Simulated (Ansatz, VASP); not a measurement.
## One calculation of Al, two programs

File INCAR:

```
ALGO = Fast
EDIFF = 1E-6
ENCUT = 520
GGA = PS
ISIF = 2
ISMEAR = 0
LASPH = T
LCHARG = F
LREAL = F
LWAVE = F
NBANDS = 22
NELM = 80
PREC = Accurate
SIGMA = 0.15
```

Contents of KPOINTS:

```
k-points
0
Gamma
  14 14 14
```

Contents of POSCAR:

```
Al
1.0
    3.2128780077     -3.2128780077     -3.2128780077
   -3.2128780077      3.2128780077     -3.2128780077
    3.2128780077      3.2128780077      3.2128780077
Al
8
Direct
    0.4579815979      0.5000000000     -0.0420184021
    0.5000000000      0.0000000000      0.0000000000
    0.0000000000      0.5000000000      0.0000000000
    0.0000000000      0.0000000000      0.0000000000
    0.5000000000      0.5000000000      0.5000000000
    0.5000000000      0.0000000000      0.5000000000
    0.0000000000      0.5000000000      0.5000000000
    0.0000000000      0.0000000000      0.5000000000
```

Input for Ansatz:

```yaml
crystal:
  lattice:
    - [3.2128780077, -3.2128780077, -3.2128780077]
    - [-3.2128780077, 3.2128780077, -3.2128780077]
    - [3.2128780077, 3.2128780077, 3.2128780077]
  atoms:
    - { symbol: Al, position: [0.4579815979, 0.5, -0.0420184021] }
    - { symbol: Al, position: [0.5, 0.0, 0.0] }
    - { symbol: Al, position: [0.0, 0.5, 0.0] }
    - { symbol: Al, position: [0.0, 0.0, 0.0] }
    - { symbol: Al, position: [0.5, 0.5, 0.5] }
    - { symbol: Al, position: [0.5, 0.0, 0.5] }
    - { symbol: Al, position: [0.0, 0.5, 0.5] }
    - { symbol: Al, position: [0.0, 0.0, 0.5] }
basis:
  ecutwfc: 420
kpoints:
  mp_grid: { grid: [14, 14, 14] }
hamiltonian:
  xc: pbesol
scf:
  occupations: { method: gaussian, width: 0.15 }
output:
  forces: true
  stress: true
  eigenvalues: true
```

Alike in both runs: task single point; functional PBEsol; k mesh 14 × 14 × 14; occupations gaussian, width 0.15 eV; no spin polarisation.

|  | VASP | Ansatz |
| --- | --- | --- |
| version | VASP 6.6.1 | Ansatz 0.2.0 |
| potentials or method | VASP PAW PBE potentials, release 64 (Al), cutoff 520 eV | scalar-relativistic, plane waves, PAW |
| valence electrons in the cell | 24 | 24 |

```tsv
	VASP	Ansatz	Ansatz less VASP
gap on the k mesh at the Fermi level (eV)	none	none	-
pressure (GPa)	0.6	0.6	-0.06
traceless stress, the component that is largest in VASP (GPa)	-0.37	-0.37	+0.001
rms of the force components (eV/Å)	0.342	0.340	-0.0019
```

VASP's potentials were made for PBE, not for PBEsol. Atom by atom the forces differ by 0.002 eV/Å (rms over components). A gap of «none» marks a metal or a gap that the smearing closes.
